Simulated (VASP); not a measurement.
# Rh (Fm-3m) in VASP: notebook

Runs on Rh. Level: PBE. Tasks: single point.

Everything below comes from runs of VASP 6.6.1. Logs are shortened: lines on timing, memory, paths and dates and some standing lists are left out, and cuts for length are marked.

### Step 1. The cell of the first run

The structure is cubic, space group Fm-3m (No. 225). Conventional cell: a = 3.613 Å, b = 3.613 Å, c = 3.613 Å, α = 90.00°, β = 90.00°, γ = 90.00°. Rh (site symmetry m-3m) has 12 Rh at 2.55 Å within 3.4 Å.

### Step 2. Single point, PBE (strain -0.050 along x and y, -0.050 along z)

Contents of INCAR:

```
SYSTEM = Rh
ALGO     = Normal         ! electronic algorithm
EDIFF    = 1E-6           ! SCF threshold, eV
ENCUT    = 520            ! plane-wave cutoff, eV
GGA      = PE             ! functional
ISIF     = 2              ! what is computed and relaxed
ISMEAR   = 1              ! smearing method
LASPH    = .TRUE.         ! aspherical terms in the spheres
LCHARG   = .FALSE.        ! write CHGCAR
LREAL    = .FALSE.        ! projectors in reciprocal space
LWAVE    = .FALSE.        ! write WAVECAR
NBANDS   = 14             ! bands
NELM     = 80             ! most SCF steps
PREC     = Accurate       ! precision mode
SIGMA    = 0.02           ! smearing width, eV
```

Contents of KPOINTS:

```
k-points
0
G
  22 22 22
  0 0 0
```

Contents of POSCAR:

```
Rh
1.0
    0.0000000000      1.8064725000      1.8064725000
    1.8064725000      0.0000000000      1.8064725000
    1.8064725000      1.8064725000      0.0000000000
Rh
1
Direct
    0.0000000000      0.0000000000      0.0000000000
```

Potentials or basis: VASP PAW PBE potentials, release 64 (Rh_pv).

Launch:

```bash
$ cat potpaw_PBE.64/Rh_pv/POTCAR > POTCAR
$ mpirun -np 1 vasp_std > vasp.out
```

OUTCAR:

```text
SYSTEM = Rh
   EDIFF = 1E-6
   ENCUT = 520
   GGA = PE
   ISIF = 2
   ISMEAR = 1
   LASPH = .TRUE.
   LREAL = .FALSE.
   NELM = 80
   PREC = Accurate

 ion  position               nearest neighbor table
   1  0.000  0.000  0.000-

  LATTYP: Found a face centered cubic cell.
 ALAT       =     3.6129450000

  Lattice vectors:

 A1 = (   0.0000000000,   1.8064725000,   1.8064725000)
 A2 = (   1.8064725000,   0.0000000000,   1.8064725000)
 A3 = (   1.8064725000,   1.8064725000,   0.0000000000)

Analysis of symmetry for initial positions (statically):
=====================================================================
 Subroutine PRICEL returns:
 Original cell was already a primitive cell.

 Routine SETGRP: Setting up the symmetry group for a
 face centered cubic supercell.

 Subroutine GETGRP returns: Found 48 space group operations
 (whereof 48 operations were pure point group operations)
 out of a pool of 48 trial point group operations.

The static configuration has the point symmetry O_h .

Analysis of symmetry for dynamics (positions and initial velocities):
=====================================================================
 Subroutine PRICEL returns:
 Original cell was already a primitive cell.

 Routine SETGRP: Setting up the symmetry group for a
 face centered cubic supercell.

 Subroutine GETGRP returns: Found 48 space group operations
 (whereof 48 operations were pure point group operations)
 out of a pool of 48 trial point group operations.

The dynamic configuration has the point symmetry O_h .

 Subroutine INISYM returns: Found 48 space group operations
 (whereof 48 operations are pure point group operations),
 and found     1 'primitive' translations

----------------------------------------------------------------------------------------

                                     Primitive cell

  volume of cell :      11.7903

  direct lattice vectors                    reciprocal lattice vectors
     0.000000000  1.806472500  1.806472500    -0.276782514  0.276782514  0.276782514
     1.806472500  0.000000000  1.806472500     0.276782514 -0.276782514  0.276782514
     1.806472500  1.806472500  0.000000000     0.276782514  0.276782514 -0.276782514

  length of vectors
     2.554737910  2.554737910  2.554737910     0.479401377  0.479401377  0.479401377

  position of ions in fractional coordinates (direct lattice)
     0.000000000  0.000000000  0.000000000

  ion indices of the primitive-cell ions
   primitive index   ion index
                 1           1

----------------------------------------------------------------------------------------

 KPOINTS: k-points

Automatic generation of k-mesh.
 Grid dimensions read from file:
 generate k-points for:   22   22   22

 Generating k-lattice:

  Cartesian coordinates                     Fractional coordinates (reciprocal lattice)
    -0.012581023  0.012581023  0.012581023     0.045454545  0.000000000  0.000000000
     0.012581023 -0.012581023  0.012581023     0.000000000  0.045454545  0.000000000
     0.012581023  0.012581023 -0.012581023     0.000000000  0.000000000  0.045454545

  Length of vectors
     0.021790972  0.021790972  0.021790972

  Shift w.r.t. Gamma in fractional coordinates (k-lattice)
     0.000000000  0.000000000  0.000000000

 Subroutine IBZKPT returns following result:
 ===========================================

 Found    328 irreducible k-points:

 Following reciprocal coordinates:
            Coordinates               Weight
  0.000000  0.000000  0.000000      1.000000
  0.045455  0.000000  0.000000      8.000000
  0.090909  0.000000  0.000000      8.000000
  0.136364  0.000000  0.000000      8.000000
  0.181818  0.000000  0.000000      8.000000
  0.227273  0.000000  0.000000      8.000000
[... 16 lines left out ...]
  0.500000  0.045455  0.000000     24.000000
 -0.454545  0.045455  0.000000     24.000000
 [... further k-points ...]
   k-points           NKPTS =    328   k-points in BZ     NKDIM =    328   number of bands    NBANDS=     14
   number of dos      NEDOS =    301   number of ions     NIONS =      1
   total plane-waves  NPLWV =   8000
   dimension x,y,z NGX =    20 NGY =   20 NGZ =   20
   dimension x,y,z NGXF=    40 NGYF=   40 NGZF=   40
   ions per type =               1
   NGX,Y,Z   is equivalent  to a cutoff of  13.01, 13.01, 13.01 a.u.
   NGXF,Y,Z  is equivalent  to a cutoff of  26.03, 26.03, 26.03 a.u.
 SYSTEM =  Rh
   PREC   = accura    normal or accurate (medium, high low for compatibility)
   ISTART =      0    job   : 0-new  1-cont  2-samecut
   ICHARG =      2    charge: 1-file 2-atom 10-const
   ISPIN  =      1    spin polarized calculation?
   LNONCOLLINEAR =      F non collinear calculations
   LSORBIT =      F    spin-orbit coupling
   LASPH  =      T    aspherical Exc in radial PAW
   ENCUT  =  520.0 eV  38.22 Ry    6.18 a.u.   4.75  4.75  4.75*2*pi/ulx,y,z
   NELM   =     80;   NELMIN=  2; NELMDL= -5     # of ELM steps
   EDIFF  = 0.1E-05   stopping-criterion for ELM
   LREAL  =      F    real-space projection
   EDIFFG = 0.1E-04   stopping-criterion for IOM
   NSW    =      0    number of steps for IOM
   IBRION =     -1    ionic relax: 0-MD 1-quasi-New 2-CG
   NFREE  =      0    steps in history (QN), initial steepest desc. (CG)
   ISIF   =      2    stress and relaxation
   ISYM   =      2    0-nonsym 1-usesym 2-fastsym
   POTIM  = 0.5000    time-step for ionic-motion
   TEBEG  =    0.0;   TEEND  =   0.0 temperature during run
   PSTRESS=    0.0 pullay stress
   NELECT =      15.0000    total number of electrons
   NUPDOWN=      -1.0000    fix difference up-down
   EMIN   =  10.00;   EMAX   =-10.00  energy-range for DOS
   EFERMI =   0.00;   METHOD = LEGACY
   ISMEAR =     1;   SIGMA  =   0.02  broadening in eV -4-tet -1-fermi 0-gaus
   EFERMI_NEDOS =   21; number of points for ismear=-14 and -15
   IALGO  =     38    algorithm
   IMIX   =      4    mixing-type and parameters
     AMIX     =   0.40;   BMIX     =  1.00
     AMIX_MAG =   1.60;   BMIX_MAG =  1.00
  volume/ion in A,a.u.               =      11.79        79.56
  Fermi-wavevector in a.u.,A,eV,Ry     =   1.773906  3.352196 42.814023  3.146742
  Thomas-Fermi vector in A             =   2.840005
   LORBIT       =      0    0 simple, 1 ext, 2 COOP (PROOUT), +10 PAW based schemes
   GGA     = PE    functional components
   LHFCALC =     F    Hartree Fock is set to
   AEXX    =    0.0000 exact exchange contribution
   IVDW    =     0    specifies the selected vdW correction
   LEPSILON=     F    determine dielectric tensor
   LRPA    =     F    only Hartree local field effects (RPA)
 non-spin polarized calculation
 Methfessel and Paxton  Order N= 1 SIGMA  =   0.02
  energy-cutoff  :      520.00
  volume of cell :       11.79
 maximum number of plane-waves:       332
   NGX =  9   NGY =  9   NGZ =  9

 number of electron      15.0000003 magnetization

 Free energy of the ion-electron system (eV)
  ---------------------------------------------------
  ext. energy  EPLUGINS =         0.00000000
  ---------------------------------------------------
  free energy    TOTEN  =        -6.84114168 eV

  energy without entropy =       -6.84115002  energy(sigma->0) =       -6.84114446

 E-fermi :  14.9512     XC(G=0): -15.0474

 val. band max:       14.9408208792   @ k =   0.4091   0.1364   0.0455
 cond. band min:      14.9519470693   @ k =   0.3636   0.0000   0.0000
 fundamental gap:      0.0111261902
 Fermi energy:        14.9511957680

 k-point     1 :       0.0000    0.0000    0.0000
  band No.  band energies     occupation
      1     -31.6951      2.00000
      2     -31.6951      2.00000
      3     -31.6951      2.00000
      4       5.8394      2.00000
      5      11.0552      2.00000
      6      11.0552      2.00000
      7      11.0552      2.00000
      8      13.7107      2.00000
      9      13.7107      2.00000
     10      30.7115      0.00000
     11      35.0384      0.00000
     12      37.0829      0.00000
     13      37.0829      0.00000
     14      37.0829      0.00000

 k-point     2 :       0.0455    0.0000    0.0000
  band No.  band energies     occupation
      1     -31.7214      2.00000
      2     -31.6985      2.00000
      3     -31.6985      2.00000
      4       5.9373      2.00000
      5      11.0059      2.00000
      6      11.0963      2.00000
      7      11.0963      2.00000
      8      13.6844      2.00000
      9      13.6844      2.00000
     10      30.8736      0.00000
     11      35.0381      0.00000
     12      36.5763      0.00000
     13      37.2400      0.00000
     14      37.2400      0.00000

 k-point     3 :       0.0909    0.0000    0.0000
  band No.  band energies     occupation
      1     -31.7978      2.00000
      2     -31.7084      2.00000
      3     -31.7084      2.00000
      4       6.2205      2.00000
      5      10.8759      2.00000
      6      11.2095      2.00000
      7      11.2095      2.00000
      8      13.6194      2.00000
      9      13.6194      2.00000
     10      31.3319      0.00000
     11      35.0354      0.00000
     12      35.4436      0.00000
     13      37.7026      0.00000
     14      37.7026      0.00000
[... 324 lines left out ...]
 k-point    23 :       0.5000    0.0455    0.0000
  band No.  band energies     occupation
      1     -32.9163      2.00000
      2     -31.8762      2.00000
      3     -31.8660      2.00000
      4       7.5145      2.00000
      5      10.8606      2.00000
      6      11.0097      2.00000
      7      14.5939      2.00000
      8      15.7196      0.00000
      9      16.6812      0.00000
     10      25.3727      0.00000
     11      30.4633      0.00000
     12      35.0412      0.00000
     13      37.4940      0.00000
     14      37.5294      0.00000

 k-point    24 :      -0.4545    0.0455    0.0000
  band No.  band energies     occupation
      1     -32.9084      2.00000
      2     -31.8797      2.00000
      3     -31.8603      2.00000
      4       7.5254      2.00000
      5      10.8813      2.00000
      6      11.0080      2.00000
      7      14.5675      2.00000
      8      15.5907      0.00000
      9      16.6531      0.00000
     10      25.5067      0.00000
     11      30.5078      0.00000
     12      35.0411      0.00000
     13      37.3627      0.00000
     14      37.8202      0.00000

 [... further k-points ...]
[... 5 lines left out ...]
  --------------------------------------------------------------------------------------
  -------------------------------------------------------------------------------------
  Total        5.1863784      5.1863784      5.1863784      0.0000000      0.0000000      0.0000000
  in kB      704.7753794    704.7753794    704.7753794      0.0000000      0.0000000      0.0000000
  external PRESSURE =     704.7753794 kB  Pullay stress =       0.0000000 kB

 VOLUME and BASIS-vectors are now :
 -----------------------------------------------------------------------------
  energy-cutoff  :      520.00
  volume of cell :       11.79
      direct lattice vectors                 reciprocal lattice vectors
     0.000000000  1.806472500  1.806472500    -0.276782514  0.276782514  0.276782514
     1.806472500  0.000000000  1.806472500     0.276782514 -0.276782514  0.276782514
     1.806472500  1.806472500  0.000000000     0.276782514  0.276782514 -0.276782514

 POSITION                                       TOTAL-FORCE (eV/Angst)
 -----------------------------------------------------------------------------------
      0.00000      0.00000      0.00000         0.000000      0.000000      0.000000
 -----------------------------------------------------------------------------------
    total drift:                                0.000000     -0.000000     -0.000000

  FREE ENERGIE OF THE ION-ELECTRON SYSTEM (eV)
  ---------------------------------------------------
  free  energy   TOTEN  =        -6.8411416806 eV

  energy  without entropy=       -6.8411500161  energy(sigma->0) =       -6.84114446
```

Run time: 17 s. Hardware: 1 thread of Intel Xeon 6975P-C (Granite Rapids), shared host; peak memory 0.16 GiB.

Results:

```
Free energy : -6.8411 eV
Pressure    : 70.5 GPa
```

Levels at points of the mesh, in eV from the Fermi level:
```csv
k point,band 5,band 6,band 7,band 8,band 9,band 10
"(0.00, 0.00, 0.00)",-3.90,-3.90,-3.90,-1.24,-1.24,15.76
"(0.50, 0.00, 0.00)",-4.02,-4.02,0.62,0.76,0.76,10.41
"(0.50, 0.50, 0.00)",-7.48,0.73,1.31,1.31,3.55,14.26
```

Caveat: the cell differs from its parent crystal (strain -0.050 along x and y, -0.050 along z).

### Step 3. Single point, PBE (strain -0.025 along x and y, -0.025 along z)

Contents of INCAR:

```
SYSTEM = Rh
ALGO = Fast
EDIFF = 1E-6
ENCUT = 520
GGA = PE
ISIF = 2
ISMEAR = 1
LASPH = .True.
LCHARG = .False.
LREAL = .False.
LWAVE = .False.
NBANDS = 14
NELM = 80
PREC = Accurate
SIGMA = 0.02
```

Contents of KPOINTS:

```
k-points
0
Gamma
  22 22 22
  0 0 0
```

Contents of POSCAR:

```
Rh
1.0
    0.0000000000      1.8540112500      1.8540112500
    1.8540112500      0.0000000000      1.8540112500
    1.8540112500      1.8540112500      0.0000000000
Rh
1
Direct
    0.0000000000      0.0000000000      0.0000000000
```

Potentials or basis: VASP PAW PBE potentials, release 64 (Rh_pv).

Launch:

```bash
$ cat potpaw_PBE.64/Rh_pv/POTCAR > POTCAR
$ mpirun -np 1 vasp_std > vasp.out
```

OUTCAR:

```text
SYSTEM = Rh
   EDIFF = 1E-6
   ENCUT = 520
   GGA = PE
   ISIF = 2
   ISMEAR = 1
   LASPH = .True.
   LREAL = .False.
   NELM = 80
   PREC = Accurate

 ion  position               nearest neighbor table
   1  0.000  0.000  0.000-

  LATTYP: Found a face centered cubic cell.
 ALAT       =     3.7080225000

  Lattice vectors:

 A1 = (   0.0000000000,   1.8540112500,   1.8540112500)
 A2 = (   1.8540112500,   0.0000000000,   1.8540112500)
 A3 = (   1.8540112500,   1.8540112500,   0.0000000000)

Analysis of symmetry for initial positions (statically):
=====================================================================
 Subroutine PRICEL returns:
 Original cell was already a primitive cell.

 Routine SETGRP: Setting up the symmetry group for a
 face centered cubic supercell.

 Subroutine GETGRP returns: Found 48 space group operations
 (whereof 48 operations were pure point group operations)
 out of a pool of 48 trial point group operations.

The static configuration has the point symmetry O_h .

Analysis of symmetry for dynamics (positions and initial velocities):
=====================================================================
[... 162 lines left out ...]
 Fermi energy:        13.3394282327

 k-point     1 :       0.0000    0.0000    0.0000
  band No.  band energies     occupation
      1     -33.1648      2.00000
      2     -33.1648      2.00000
      3     -33.1648      2.00000
      4       4.8249      2.00000
      5       9.8883      2.00000
      6       9.8883      2.00000
      7       9.8883      2.00000
      8      12.2384      2.00000
      9      12.2384      2.00000
     10      29.2621      0.00000
     11      33.6542      0.00000
     12      35.1616      0.00000
     13      35.1616      0.00000
     14      35.1616      0.00000
[... 377 lines left out ...]
      1     -34.0993      2.00000
      2     -33.3090      2.00000
      3     -33.2942      2.00000
      4       6.6492      2.00000
      5       9.7443      2.00000
      6       9.8562      2.00000
      7      13.0242      2.00000
      8      13.8985      0.00000
      9      14.9220      0.00000
     10      22.9770      0.00000
     11      28.9779      0.00000
     12      33.6557      0.00000
     13      35.0407      0.00000
     14      35.4989      0.00000

 [... further k-points ...]
[... 5 lines left out ...]
  --------------------------------------------------------------------------------------
  -------------------------------------------------------------------------------------
  Total        2.5404481      2.5404481      2.5404481      0.0000000      0.0000000      0.0000000
  in kB      319.3403613    319.3403613    319.3403613      0.0000000      0.0000000      0.0000000
  external PRESSURE =     319.3403613 kB  Pullay stress =       0.0000000 kB

 VOLUME and BASIS-vectors are now :
 -----------------------------------------------------------------------------
  energy-cutoff  :      520.00
  volume of cell :       12.75
      direct lattice vectors                 reciprocal lattice vectors
     0.000000000  1.854011250  1.854011250    -0.269685526  0.269685526  0.269685526
     1.854011250  0.000000000  1.854011250     0.269685526 -0.269685526  0.269685526
     1.854011250  1.854011250  0.000000000     0.269685526  0.269685526 -0.269685526

 POSITION                                       TOTAL-FORCE (eV/Angst)
 -----------------------------------------------------------------------------------
      0.00000      0.00000      0.00000        -0.000000     -0.000000     -0.000000
 -----------------------------------------------------------------------------------
    total drift:                                0.000000     -0.000000      0.000000

  FREE ENERGIE OF THE ION-ELECTRON SYSTEM (eV)
  ---------------------------------------------------
  free  energy   TOTEN  =        -7.1395780284 eV

  energy  without entropy=       -7.1395732778  energy(sigma->0) =       -7.13957644
```

stdout:

```text
POSCAR found type information on POSCAR Rh
 POSCAR found :  1 types and       1 ions
 scaLAPACK will be used
 LDA part: xc-table for (Slater+PW92), standard interpolation
 POSCAR, INCAR and KPOINTS ok, starting setup
 FFT: planning ... GRIDC
 FFT: planning ... GRID_SOFT
 FFT: planning ... GRID
 WAVECAR not read
 entering main loop
WARNING in EDDRMM: call to ZHEGV failed, returncode =   6  3     14
```

Run time: 21 s. Hardware: 1 thread of Intel Xeon 6975P-C (Granite Rapids), shared host; peak memory 0.17 GiB.

Results:

```
Free energy : -7.1396 eV
Pressure    : 31.9 GPa
```

Levels at points of the mesh, in eV from the Fermi level:
```tsv
k point	band 3	band 4	band 5	band 6	band 7	band 8	band 9	band 10	band 11	band 12
(0.00, 0.00, 0.00)	-46.50	-8.51	-3.45	-3.45	-3.45	-1.10	-1.10	15.92	20.31	21.82
(0.50, 0.00, 0.00)	-46.63	-6.77	-3.55	-3.55	0.67	0.67	0.67	9.48	15.46	20.32
(0.50, 0.50, 0.00)	-46.85	-7.06	-6.66	0.63	1.14	1.14	3.39	13.29	13.79	13.79
```

Caveat: the cell differs from its parent crystal (strain -0.025 along x and y, -0.025 along z).
